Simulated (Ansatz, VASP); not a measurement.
## One calculation of GaN, two programs

Contents of POSCAR:

```
GaN
1.0
    3.1799996605      0.0000000000      0.0000000000
   -1.5899998303      2.7539604900      0.0000000000
    0.0000000000      0.0000000000      5.1660000000
Ga N
2 2
Direct
    0.3017778375      0.6508889187     -0.0236666219
    0.6351111708      0.3175555854      0.4763333781
    0.3333333333      0.6666666667      0.3750000000
    0.6666666667      0.3333333333      0.8750000000
```

File INCAR.step1:

```
SYSTEM = GaN
PREC = Accurate
ENCUT = 520
ISMEAR = 0
SIGMA = 0.05
LREAL = .FALSE.
LASPH = .TRUE.
NELM = 80
NBANDS = 26
GGA = PE
ALGO = Normal
EDIFF = 1E-4
LWAVE = .TRUE.
LCHARG = .FALSE.
```

The input INCAR.step2:

```
SYSTEM = GaN
PREC = Accurate
ENCUT = 520
EDIFF = 1E-6
ISMEAR = 0
SIGMA = 0.05
LREAL = .FALSE.
LASPH = .TRUE.
NELM = 80
ALGO = Normal
ISIF = 2
LWAVE = .FALSE.
LCHARG = .FALSE.
METAGGA = R2SCAN
LMIXTAU = .TRUE.
NBANDS = 26
ISTART = 1
```

Contents of KPOINTS:

```
Automatic mesh
0
G
  12 12 6
  0 0 0
```

Input for Ansatz:

```yaml
crystal:
  lattice:
    - [3.1799996605, 0.0, 0.0]
    - [-1.5899998303, 2.75396049, 0.0]
    - [0.0, 0.0, 5.166]
  atoms:
    - { symbol: Ga, position: [0.3017778375, 0.6508889187, -0.0236666219] }
    - { symbol: Ga, position: [0.6351111708, 0.3175555854, 0.4763333781] }
    - { symbol: "N", position: [0.3333333333, 0.6666666667, 0.375] }
    - { symbol: "N", position: [0.6666666667, 0.3333333333, 0.875] }
basis:
  ecutwfc: 500
kpoints:
  mp_grid: { grid: [12, 12, 6] }
hamiltonian:
  xc: r2scan
scf:
  occupations: { method: gaussian, width: 0.05 }
output:
  forces: true
  stress: true
  eigenvalues: true
  write_density: true
  write_potential: true
  elf: true
  volumetric_format: npy
```

Change from the starting cell: all Ga atoms moved +0.150 Å, as atom 1 towards its neighbour atom 2 (Ga) at 3.169 Å.

Alike in both runs: task single point; functional r2SCAN; k mesh 12 × 12 × 6; occupations gaussian, width 0.05 eV; no spin polarisation.

|  | VASP | Ansatz |
| --- | --- | --- |
| version | VASP 6.6.1 | Ansatz 0.2.0 |
| potentials or method | VASP PAW PBE potentials, release 64 (Ga_d, N), cutoff 520 eV | scalar-relativistic, plane waves, PAW |
| valence electrons in the cell | 36 | 36 |

|  | VASP | Ansatz | Ansatz less VASP |
| --- | --- | --- | --- |
| gap on the k mesh at the Fermi level (eV) | 2.24 | 2.24 | 0.000 |
| least direct gap on the mesh (eV) | 2.24 | 2.24 | 0.000 |
| pressure (GPa) | 4.4 | 3.2 | -1.12 |
| traceless stress, the component that is largest in VASP (GPa) | -7.03 | -6.73 | +0.305 |
| rms of the force components (eV/Å) | 1.090 | 1.070 | -0.0197 |

VASP's potentials were made for PBE, not for r2SCAN. Atom by atom the forces differ by 0.021 eV/Å (rms over components).
